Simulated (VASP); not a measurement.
# ScAl3 in VASP: notebook

Runs on ScAl3. Level: PBEsol. Tasks: relaxation of cell and atoms, single point.

Program: VASP 6.6.1. These are calculated values, not measurements. Logs are shortened: lines on timing, memory, paths and dates and some standing lists are left out, and cuts for length are marked.

### 1 The cell of the first run

The structure is cubic, space group Pm-3m (No. 221). Conventional cell: a = 4.110 Å, b = 4.110 Å, c = 4.110 Å, α = 90.00°, β = 90.00°, γ = 90.00°. Sc (site symmetry m-3m) has 12 Al at 2.91 Å within 3.8 Å. Al (site symmetry 4/mmm) has 4 Sc at 2.91 Å and 8 Al at 2.91 Å within 3.8 Å.

### 2 Relaxation of cell and atoms, PBEsol, target pressure -3 GPa, at which the enthalpy is minimised

Input file INCAR:

```
  ALGO = Normal
  EDIFF = 1E-6
  EDIFFG = -0.008
  ENCUT = 600
  GGA = PS
  IBRION = 2
  ISIF = 3
  ISMEAR = 0
  LASPH = T
  LCHARG = F
  LREAL = F
  LWAVE = F
  NELM = 80
  NSW = 70
  PREC = Accurate
  PSTRESS = -30.0
  SIGMA = 0.1
```

Input file KPOINTS:

```
k-points
0
Gamma
  10 10 10
```

Input file POSCAR:

```
ScAl3
1.0
    4.1096265052      0.0000000000      0.0000000000
    0.0000000000      4.1096265052      0.0000000000
    0.0000000000      0.0000000000      4.1096265052
Sc Al
1 3
Direct
    0.0000000000      0.0000000000      0.0000000000
    0.5000000000      0.0000000000      0.5000000000
    0.0000000000      0.5000000000      0.5000000000
    0.5000000000      0.5000000000      0.0000000000
```

Potentials or basis: VASP PAW PBE potentials, release 64 (Sc_sv, Al).

On the command line:

```bash
cat potpaw_PBE.64/Sc_sv/POTCAR potpaw_PBE.64/Al/POTCAR > POTCAR
mpirun -np 1 vasp_std > vasp.out
```

OUTCAR:

```text
EDIFF = 1E-6
   EDIFFG = -0.008
   ENCUT = 600
   GGA = PS
   IBRION = 2
   ISIF = 3
   ISMEAR = 0
   LASPH = T
   LREAL = F
   NELM = 80
   NSW = 70
   PREC = Accurate
   PSTRESS = -30.0

 ion  position               nearest neighbor table
   1  0.000  0.000  0.000-   2 2.91   3 2.91   4 2.91   2 2.91   3 2.91   3 2.91   4 2.91   3 2.91
                             2 2.91   4 2.91   2 2.91   4 2.91
   2  0.500  0.000  0.500-   1 2.91   3 2.91   4 2.91   1 2.91   4 2.91   3 2.91   4 2.91   4 2.91
                             1 2.91   3 2.91   1 2.91   3 2.91
   3  0.000  0.500  0.500-   1 2.91   2 2.91   4 2.91   1 2.91   4 2.91   1 2.91   2 2.91   1 2.91
                             2 2.91   4 2.91   4 2.91   2 2.91
   4  0.500  0.500  0.000-   1 2.91   2 2.91   3 2.91   2 2.91   3 2.91   1 2.91   2 2.91   2 2.91
                             1 2.91   3 2.91   3 2.91   1 2.91

  LATTYP: Found a simple cubic cell.
 ALAT       =     4.1096265052

  Lattice vectors:

 A1 = (   4.1096265052,   0.0000000000,   0.0000000000)
 A2 = (   0.0000000000,   4.1096265052,   0.0000000000)
 A3 = (   0.0000000000,   0.0000000000,   4.1096265052)

Analysis of symmetry for initial positions (statically):
=====================================================================
 Subroutine PRICEL returns:
 Original cell was already a primitive cell.

 Routine SETGRP: Setting up the symmetry group for a
 simple cubic supercell.

 Subroutine GETGRP returns: Found 48 space group operations
 (whereof 48 operations were pure point group operations)
 out of a pool of 48 trial point group operations.

The static configuration has the point symmetry O_h .

Analysis of symmetry for dynamics (positions and initial velocities):
=====================================================================
 Subroutine PRICEL returns:
 Original cell was already a primitive cell.

 Routine SETGRP: Setting up the symmetry group for a
 simple cubic supercell.

 Subroutine GETGRP returns: Found 48 space group operations
 (whereof 48 operations were pure point group operations)
 out of a pool of 48 trial point group operations.

The dynamic configuration has the point symmetry O_h .

 Subroutine INISYM returns: Found 48 space group operations
 (whereof 48 operations are pure point group operations),
 and found     1 'primitive' translations

----------------------------------------------------------------------------------------

                                     Primitive cell

  volume of cell :      69.4076

  direct lattice vectors                    reciprocal lattice vectors
     4.109626505  0.000000000  0.000000000     0.243331115  0.000000000  0.000000000
     0.000000000  4.109626505  0.000000000     0.000000000  0.243331115  0.000000000
     0.000000000  0.000000000  4.109626505     0.000000000  0.000000000  0.243331115

  length of vectors
     4.109626505  4.109626505  4.109626505     0.243331115  0.243331115  0.243331115

  position of ions in fractional coordinates (direct lattice)
     0.000000000  0.000000000  0.000000000
     0.500000000  0.000000000  0.500000000
     0.000000000  0.500000000  0.500000000
     0.500000000  0.500000000  0.000000000

  ion indices of the primitive-cell ions
   primitive index   ion index
                 1           1
                 2           2
                 3           3
                 4           4

----------------------------------------------------------------------------------------

 KPOINTS: k-points

Automatic generation of k-mesh.
 Grid dimensions read from file:
 generate k-points for:   10   10   10

 Generating k-lattice:

  Cartesian coordinates                     Fractional coordinates (reciprocal lattice)
     0.024333112  0.000000000  0.000000000     0.100000000  0.000000000  0.000000000
     0.000000000  0.024333112  0.000000000     0.000000000  0.100000000  0.000000000
     0.000000000  0.000000000  0.024333112     0.000000000  0.000000000  0.100000000

  Length of vectors
     0.024333112  0.024333112  0.024333112

  Shift w.r.t. Gamma in fractional coordinates (k-lattice)
     0.000000000  0.000000000  0.000000000

 Subroutine IBZKPT returns following result:
 ===========================================

 Found     56 irreducible k-points:

 Following reciprocal coordinates:
            Coordinates               Weight
  0.000000  0.000000  0.000000      1.000000
  0.100000  0.000000  0.000000      6.000000
  0.200000  0.000000  0.000000      6.000000
  0.300000  0.000000  0.000000      6.000000
  0.400000  0.000000  0.000000      6.000000
  0.500000  0.000000  0.000000      3.000000
[... 16 lines left out ...]
  0.200000  0.100000  0.100000     24.000000
  0.300000  0.100000  0.100000     24.000000
 [... further k-points ...]
   k-points           NKPTS =     56   k-points in BZ     NKDIM =     56   number of bands    NBANDS=     14
   number of dos      NEDOS =    301   number of ions     NIONS =      4
   total plane-waves  NPLWV =  46656
   dimension x,y,z NGX =    36 NGY =   36 NGZ =   36
   dimension x,y,z NGXF=    72 NGYF=   72 NGZF=   72
   ions per type =               1   3
   NGX,Y,Z   is equivalent  to a cutoff of  14.56, 14.56, 14.56 a.u.
   NGXF,Y,Z  is equivalent  to a cutoff of  29.13, 29.13, 29.13 a.u.
 SYSTEM =  unknown system
   PREC   = accura    normal or accurate (medium, high low for compatibility)
   ISTART =      0    job   : 0-new  1-cont  2-samecut
   ICHARG =      2    charge: 1-file 2-atom 10-const
   ISPIN  =      1    spin polarized calculation?
   LNONCOLLINEAR =      F non collinear calculations
   LSORBIT =      F    spin-orbit coupling
   LASPH  =      T    aspherical Exc in radial PAW
   ENCUT  =  600.0 eV  44.10 Ry    6.64 a.u.   8.21  8.21  8.21*2*pi/ulx,y,z
   NELM   =     80;   NELMIN=  2; NELMDL= -5     # of ELM steps
   EDIFF  = 0.1E-05   stopping-criterion for ELM
   LREAL  =      F    real-space projection
   EDIFFG = -.8E-02   stopping-criterion for IOM
   NSW    =     70    number of steps for IOM
   IBRION =      2    ionic relax: 0-MD 1-quasi-New 2-CG
   NFREE  =      1    steps in history (QN), initial steepest desc. (CG)
   ISIF   =      3    stress and relaxation
   ISYM   =      2    0-nonsym 1-usesym 2-fastsym
   POTIM  = 0.5000    time-step for ionic-motion
   TEBEG  =    0.0;   TEEND  =   0.0 temperature during run
   PSTRESS=  -30.0 pullay stress
   NELECT =      20.0000    total number of electrons
   NUPDOWN=      -1.0000    fix difference up-down
   EMIN   =  10.00;   EMAX   =-10.00  energy-range for DOS
   EFERMI =   0.00;   METHOD = LEGACY
   ISMEAR =     0;   SIGMA  =   0.10  broadening in eV -4-tet -1-fermi 0-gaus
   EFERMI_NEDOS =   21; number of points for ismear=-14 and -15
   IALGO  =     38    algorithm
   IMIX   =      4    mixing-type and parameters
     AMIX     =   0.40;   BMIX     =  1.00
     AMIX_MAG =   1.60;   BMIX_MAG =  1.00
  volume/ion in A,a.u.               =      17.35       117.10
  Fermi-wavevector in a.u.,A,eV,Ry     =   1.081307  2.043375 15.908279  1.169226
  Thomas-Fermi vector in A             =   2.217320
   LORBIT       =      0    0 simple, 1 ext, 2 COOP (PROOUT), +10 PAW based schemes
   GGA     = PS    functional components
   LHFCALC =     F    Hartree Fock is set to
   AEXX    =    0.0000 exact exchange contribution
   IVDW    =     0    specifies the selected vdW correction
   LEPSILON=     F    determine dielectric tensor
   LRPA    =     F    only Hartree local field effects (RPA)
 conjugate gradient relaxation of ions
 non-spin polarized calculation
 Gauss-broadening in eV      SIGMA  =   0.10
  energy-cutoff  :      600.00
  volume of cell :       69.41
 maximum number of plane-waves:      2360
 NGX is ok and might be reduce to    36
   NGX = 17   NGY = 17   NGZ = 17

--------------------------------------- Ionic step        1  -------------------------------------------

 number of electron      20.0000000 magnetization

 Free energy of the ion-electron system (eV)
  ---------------------------------------------------
  ext. energy  EPLUGINS =         0.00000000
  ---------------------------------------------------
  free energy    TOTEN  =       -20.75387168 eV

  energy without entropy =      -20.74756485  energy(sigma->0) =      -20.75071826

------------------------ aborting loop because EDIFF is reached ----------------------------------------

  FORCE on cell =-STRESS in cart. coord.  units (eV):
  Direction    XX          YY          ZZ          XY          YZ          ZX
  --------------------------------------------------------------------------------------
  -------------------------------------------------------------------------------------
  Total       -1.0067835     -1.0067835     -1.0067835      0.0000000     -0.0000000     -0.0000000
  in kB      -23.2401871    -23.2401871    -23.2401871      0.0000000     -0.0000000     -0.0000000
  external PRESSURE =       6.7598129 kB  Pullay stress =     -30.0000000 kB
[... 65 lines left out ...]
  enthalpy is  TOTEN    =       -22.0546321523 eV   P V=       -1.3134429583

--------------------------------------- Ionic step        3  -------------------------------------------

 number of electron      19.9999998 magnetization

 Free energy of the ion-electron system (eV)
  ---------------------------------------------------
  ext. energy  EPLUGINS =         0.00000000
  ---------------------------------------------------
  free energy    TOTEN  =       -20.74418542 eV

  energy without entropy =      -20.73762046  energy(sigma->0) =      -20.74090294

 E-fermi :   6.9951     XC(G=0): -10.4041

 val. band max:        6.9385713005   @ k =   0.5000   0.1000   0.1000
 cond. band min:       7.0049847688   @ k =   0.3000   0.0000   0.0000
 fundamental gap:      0.0664134683
 Fermi energy:         6.9951357464

 k-point     1 :       0.0000    0.0000    0.0000
  band No.  band energies     occupation
      1     -41.8431      2.00000
      2     -20.6329      2.00000
      3     -20.6329      2.00000
      4     -20.6329      2.00000
      5      -2.9100      2.00000
      6       4.3878      2.00000
      7       4.3878      2.00000
      8       5.1963      2.00000
      9       5.1963      2.00000
     10       5.1963      2.00000
     11       8.2092      0.00000
     12       8.2696      0.00000
     13       8.2696      0.00000
     14       8.2696      0.00000
[... 375 lines left out ...]
 k-point    24 :       0.3000    0.1000    0.1000
  band No.  band energies     occupation
      1     -41.8421      2.00000
      2     -20.6516      2.00000
      3     -20.6340      2.00000
      4     -20.6337      2.00000
      5      -1.9414      2.00000
      6       1.5104      2.00000
      7       4.0722      2.00000
      8       4.6768      2.00000
      9       5.8409      2.00000
     10       7.2109      0.00228
     11       7.6110      0.00000
     12       7.9546      0.00000
     13       8.8959      0.00000
     14       9.5029      0.00000

 [... further k-points ...]

------------------------ aborting loop because EDIFF is reached ----------------------------------------

  FORCE on cell =-STRESS in cart. coord.  units (eV):
  Direction    XX          YY          ZZ          XY          YZ          ZX
  --------------------------------------------------------------------------------------
  -------------------------------------------------------------------------------------
  Total       -1.3055324     -1.3055324     -1.3055324      0.0000000      0.0000000     -0.0000000
  in kB      -29.8856065    -29.8856065    -29.8856065      0.0000000      0.0000000     -0.0000000
  external PRESSURE =       0.1143935 kB  Pullay stress =     -30.0000000 kB
[... 19 lines left out ...]
  FREE ENERGIE OF THE ION-ELECTRON SYSTEM (eV)
  ---------------------------------------------------
  free  energy   TOTEN  =       -20.7441854182 eV

  energy  without entropy=      -20.7376204604  energy(sigma->0) =      -20.74090294

  enthalpy is  TOTEN    =       -22.0547150560 eV   P V=       -1.3105296378

 reached required accuracy - stopping structural energy minimisation
```

Run time: 50 s. Hardware: 1 thread of Intel Xeon 6975P-C (Granite Rapids), shared host; peak memory 0.25 GiB.

What came out:

| Property | Result |
| --- | --- |
| Free energy | -20.7442 eV |
| Relaxed volume | 17.50 Å³/atom |
| Relaxed cell | a = 4.121 Å, b = 4.121 Å, c = 4.121 Å, α = 90.00°, β = 90.00°, γ = 90.00° |
| Space group after relaxing (to 0.05 Å) | Pm-3m (No. 221) |
| Energy change on relaxing (the enthalpy is what falls) | +2.4 meV/atom |
| Ionic steps | 3 |
| Pressure after relaxing | -3.0 GPa |
| Band gap on the k mesh | zero (band 10 reaches 7.76 eV, above the bottom of band 11 at 4.07 eV) |

Step by step:
```tsv
step	energy change (eV)	largest force (eV/Å)	pressure (GPa)	volume (Å³)
1	0.0000	0.0000	-2.32	69.41
2	0.0127	0.0000	-3.18	70.15
3	0.0097	0.0000	-2.99	69.99
```

Final structure:
```cif
data_structure
_symmetry_space_group_name_H-M 'P 1'
_symmetry_Int_Tables_number 1
_cell_length_a 4.1211
_cell_length_b 4.1211
_cell_length_c 4.1211
_cell_angle_alpha 90.000
_cell_angle_beta 90.000
_cell_angle_gamma 90.000
_cell_volume 69.99
loop_
_atom_site_label
_atom_site_type_symbol
_atom_site_fract_x
_atom_site_fract_y
_atom_site_fract_z
_atom_site_occupancy
Sc1 Sc 0.00000 0.00000 0.00000 1
Al1 Al 0.50000 0.00000 0.50000 1
Al2 Al 0.00000 0.50000 0.50000 1
Al3 Al 0.50000 0.50000 0.00000 1
```

Caveat: the cell is relaxed towards a set pressure, so the enthalpy falls and the energy may rise; the PAW data sets were made with another functional, which shifts forces and pressure a little.

### 3 Single point, PBEsol (uniaxial strain along a: -4.0 %, then relaxed in part)

Input file INCAR:

```
ALGO     = Fast           # electronic algorithm
EDIFF    = 1E-6           # SCF threshold, eV
ENCUT    = 520            # plane-wave cutoff, eV
GGA      = PS             # functional
ISIF     = 2              # what is computed and relaxed
ISMEAR   = 0              # smearing method
LASPH    = T              # aspherical terms in the spheres
LCHARG   = T              # write CHGCAR
LELF     = T              # ELF
LREAL    = F              # projectors in reciprocal space
LVHAR    = T            
LWAVE    = F              # write WAVECAR
NBANDS   = 18             # bands
NELM     = 80             # most SCF steps
PREC     = Accurate       # precision mode
SIGMA    = 0.1            # smearing width, eV
```

Input file KPOINTS:

```
k-points
0
Gamma
  14 14 14
```

Input file POSCAR:

```
ScAl3
1.0
    3.9084466715      0.0000000000      0.0000000000
    0.0000000000      4.1069576264      0.0000000000
    0.0000000000      0.0000000000      4.1069576264
Sc Al
1 3
Direct
    0.0000000000      0.0000000000      0.0000000000
    0.5000000000      0.0000000000      0.5000000000
    0.0000000000      0.5000000000      0.5000000000
    0.5000000000      0.5000000000      0.0000000000
```

Potentials or basis: VASP PAW PBE potentials, release 64 (Sc_sv, Al).

On the command line:

```bash
cat potpaw_PBE.64/Sc_sv/POTCAR potpaw_PBE.64/Al/POTCAR > POTCAR
mpirun -np 1 vasp_std > vasp.out
```

OUTCAR:

```text
EDIFF = 1E-6
   ENCUT = 520
   GGA = PS
   ISIF = 2
   ISMEAR = 0
   LASPH = T
   LREAL = F
   NELM = 80
   PREC = Accurate

 ion  position               nearest neighbor table
   1  0.000  0.000  0.000-   2 2.83   4 2.83   2 2.83   4 2.83   2 2.83   4 2.83   2 2.83   4 2.83
                             3 2.90   3 2.90   3 2.90   3 2.90
   2  0.500  0.000  0.500-   1 2.83   3 2.83   1 2.83   3 2.83   1 2.83   3 2.83   1 2.83   3 2.83
                             4 2.90   4 2.90   4 2.90   4 2.90
   3  0.000  0.500  0.500-   2 2.83   4 2.83   4 2.83   2 2.83   2 2.83   4 2.83   4 2.83   2 2.83
                             1 2.90   1 2.90   1 2.90   1 2.90
   4  0.500  0.500  0.000-   1 2.83   3 2.83   3 2.83   1 2.83   1 2.83   3 2.83   3 2.83   1 2.83
                             2 2.90   2 2.90   2 2.90   2 2.90

  LATTYP: Found a simple tetragonal cell.
 ALAT       =     4.1069576264
 C/A-ratio  =     0.9516647180

  Lattice vectors:

 A1 = (   0.0000000000,   4.1069576264,   0.0000000000)
 A2 = (   0.0000000000,   0.0000000000,   4.1069576264)
 A3 = (   3.9084466715,   0.0000000000,   0.0000000000)
[... 180 lines left out ...]

 E-fermi :   7.5294     XC(G=0): -10.6387

 val. band max:        7.5184228365   @ k =   0.2143   0.3571   0.0000
 cond. band min:       7.5297932862   @ k =   0.5000   0.2143   0.0000
 fundamental gap:      0.0113704497
 Fermi energy:         7.5293572398

 k-point     1 :       0.0000    0.0000    0.0000
  band No.  band energies     occupation
      1     -41.1015      2.00000
      2     -19.9262      2.00000
      3     -19.9262      2.00000
      4     -19.8896      2.00000
      5      -2.6840      2.00000
      6       4.5962      2.00000
[... 481 lines left out ...]
      5      -0.4268      2.00000
      6       0.3635      2.00000
[... 10 lines left out ...]
     17      11.8968      0.00000
     18      13.2238      0.00000

 [... further k-points ...]

------------------------ aborting loop because EDIFF is reached ----------------------------------------

  FORCE on cell =-STRESS in cart. coord.  units (eV):
  Direction    XX          YY          ZZ          XY          YZ          ZX
  --------------------------------------------------------------------------------------
  -------------------------------------------------------------------------------------
  Total        3.0528065      0.0487827      0.0487827      0.0000000      0.0000000     -0.0000000
  in kB       74.1933915      1.1855832      1.1855832      0.0000000      0.0000000     -0.0000000
  external PRESSURE =      25.5215193 kB  Pullay stress =       0.0000000 kB

 VOLUME and BASIS-vectors are now :
 -----------------------------------------------------------------------------
  energy-cutoff  :      520.00
  volume of cell :       65.92
      direct lattice vectors                 reciprocal lattice vectors
     3.908446672  0.000000000  0.000000000     0.255856120  0.000000000  0.000000000
     0.000000000  4.106957626  0.000000000     0.000000000  0.243489242  0.000000000
     0.000000000  0.000000000  4.106957626     0.000000000  0.000000000  0.243489242

 POSITION                                       TOTAL-FORCE (eV/Angst)
 -----------------------------------------------------------------------------------
      0.00000      0.00000      0.00000         0.000000      0.000000      0.000000
      1.95422      0.00000      2.05348         0.000000      0.000000      0.000000
      0.00000      2.05348      2.05348         0.000000      0.000000      0.000000
      1.95422      2.05348      0.00000         0.000000      0.000000      0.000000
 -----------------------------------------------------------------------------------
    total drift:                                0.000000     -0.000000      0.000000

  FREE ENERGIE OF THE ION-ELECTRON SYSTEM (eV)
  ---------------------------------------------------
  free  energy   TOTEN  =       -20.7041475920 eV

  energy  without entropy=      -20.6975295532  energy(sigma->0) =      -20.70083857
```

It took 6.1 min on 1 thread of Intel Xeon Platinum 8124M at 3.00GHz (Skylake/Cascade Lake), shared host; peak memory 0.42 GiB.

What came out:

* Free energy: -20.7041 eV
* Pressure: 2.6 GPa
* Band gap on the k mesh: zero (band 10 reaches 8.43 eV, above the bottom of band 11 at 4.62 eV)

Levels at points of the mesh, in eV from the Fermi level:
| k point | band 6 | band 7 | band 8 | band 9 | band 10 | band 11 | band 12 | band 13 | band 14 | band 15 |
| --- | --- | --- | --- | --- | --- | --- | --- | --- | --- | --- |
| (0.00, 0.00, 0.00) | -2.93 | -2.44 | -2.05 | -2.05 | -1.33 | 1.18 | 1.21 | 1.38 | 1.38 | 5.07 |
| (0.50, 0.00, 0.00) | -7.35 | -1.89 | -1.89 | -1.67 | 0.90 | 0.90 | 0.90 | 1.30 | 1.64 | 2.64 |
| (0.00, 0.50, 0.00) | -7.49 | -1.99 | -1.52 | -1.41 | 0.80 | 0.83 | 1.48 | 1.70 | 1.76 | 2.04 |
| (0.50, 0.50, 0.00) | -5.65 | -5.53 | -4.46 | -0.75 | -0.61 | 1.07 | 1.20 | 2.10 | 2.79 | 3.28 |
| (0.00, 0.50, 0.50) | -5.83 | -5.83 | -4.45 | -0.32 | -0.32 | 1.56 | 1.78 | 1.98 | 2.38 | 3.97 |
| (0.50, 0.50, 0.50) | -4.86 | -4.82 | -4.60 | -3.06 | -3.06 | -2.82 | 0.97 | 2.54 | 2.89 | 4.13 |

Caveat: the cell differs from its parent crystal (uniaxial strain along a: -4.0 %, then relaxed in part); the PAW data sets were made with another functional, which shifts forces and pressure a little.
